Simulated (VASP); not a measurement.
Here is a VASP 6.6.1 calculation.

INCAR

```
  PREC = Accurate
  ENCUT = 520
  EDIFF = 1E-6
  ISMEAR = -1
  SIGMA = 0.1
  LREAL = False
  LASPH = True
  NELM = 60
  ALGO = Normal
  ISIF = 2
  LWAVE = False
  LCHARG = True
  GGA = PE
  LELF = True
  LVHAR = True
  NBANDS = 12
```

The input KPOINTS:

```
Automatic mesh
0
Gamma
  11 11 11
```

POSCAR

```
In
1.0
    3.0909441833      0.0000000000      0.0000000000
    0.0000000000      3.0909441833      0.0000000000
    0.0000000000      0.0000000000      3.0909441833
In
1
Direct
    0.0000000000      0.0000000000      0.0000000000
```

Potentials or basis: VASP PAW PBE potentials, release 64 (In_d).

Launch:

```bash
$ cat potpaw_PBE.64/In_d/POTCAR > POTCAR
$ mpirun -np 1 vasp_std > vasp.out
```

**Question.** Predict the pressure.

**Answer.** 0.1 GPa.
